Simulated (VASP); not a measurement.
SnO2: single point with PBEsol

The system is SnO2.

```xyz
3
Lattice="1.5787 0.9114 4.2927 -1.5787 0.9114 4.2927 0.0000 -1.8229 4.2927" Properties=species:S:1:pos:R:3 pbc="T T T"
Sn    0.0000    0.0000    6.4391
O     0.0000    0.0000    3.1093
O     0.0000    0.0000    9.7689
```

| Quantity | Value |
| --- | --- |
| Program | VASP 6.6.1 |
| Task | single point |
| Functional | PBEsol |
| Potentials or basis | VASP PAW PBE potentials, release 64 (Sn_d, O) |
| Cutoff | 520 eV |
| k mesh | 12 × 12 × 12 |
| Occupations | gaussian, width 0.05 eV |
| Spin | no spin polarisation |

* Pressure: 11.9 GPa
* Largest force: 0.801 eV/Å
* Band gap on the k mesh: 2.15 eV, indirect (least direct gap 2.23 eV)

Forces on the atoms (eV/Å):
```
Sn   0.000  0.000  0.000
O    0.000  0.000  0.801
O    0.000  0.000 -0.801
```

Stress tensor (GPa, compression positive):
```
14.04  0.00  0.00
 0.00 14.04  0.00
 0.00  0.00  7.52
```

Levels at points of the mesh, in eV from the valence-band top:
```tsv
k point	band 10	band 11	band 12	band 13	band 14	band 15	band 16	band 17
(0.00, 0.00, 0.00)	-1.54	-1.13	-1.13	-0.08	2.15	5.76	11.31	11.31
(0.50, 0.00, 0.00)	-3.43	-1.91	-1.01	-0.82	6.07	8.20	10.32	12.81
(0.50, 0.50, 0.00)	-3.66	-1.19	-0.48	0.00	5.50	7.09	11.40	11.48
(0.50, 0.50, 0.50)	-1.72	-1.72	-1.00	-1.00	4.00	6.10	11.75	11.75
```

Run time: 2.9 min on 1 thread of Intel(R) Xeon(R) Platinum 8259CL CPU @ 2.50GHz (Skylake/Cascade Lake), on a shared host, peak memory 0.29 GiB.

Caveat: the PAW data sets were made with another functional, which shifts forces and pressure a little; spin-orbit coupling is left out, which moves the levels of the heavy elements. PBEsol gaps usually lie below the measured ones, often by a third to a half.
